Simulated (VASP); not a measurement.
GaP, 2 atoms in the cell. It takes space group F-43m (No. 216, cubic). Conventional cell: a = 5.452 Å, b = 5.452 Å, c = 5.452 Å, α = 90.00°, β = 90.00°, γ = 90.00°. Ga (site symmetry -43m) has 4 P at 2.36 Å within 3.1 Å. P (site symmetry -43m) has 4 Ga at 2.36 Å within 3.1 Å. 

```yaml
Program: VASP 6.6.1
Task: relaxation of cell and atoms
Functional: LDA
Potentials_or_basis: VASP PAW LDA potentials, release 64 (Ga_d, P)
Cutoff: 600 eV
k_mesh: 8 × 8 × 8
Occupations: gaussian, width 0.02 eV
Spin: no spin polarisation
Dipole_correction: no
Further_INCAR_settings: ALGO = Normal; EDIFF = 1e-07; IBRION = 2; EDIFFG = -0.05; NSW = 100; ISIF = 3
```

Potentials or basis: VASP PAW LDA potentials, release 64 (Ga_d, P).

Run with:

```bash
$ cat potpaw_LDA.64/Ga_d/POTCAR potpaw_LDA.64/P/POTCAR > POTCAR
$ mpirun -np 1 vasp_std > vasp.out
```

Hardware: 1 thread of Intel(R) Xeon(R) Platinum 8259CL CPU @ 2.50GHz (Skylake/Cascade Lake) (shared host).

Question: How long does it take, and how much memory?

Answer: Wall time 34 s on 1 thread of Intel(R) Xeon(R) Platinum 8259CL CPU @ 2.50GHz (Skylake/Cascade Lake), with other jobs on the host, peak memory 0.17 GiB. Counts: scf iterations 29, k points 29, ion steps 3.
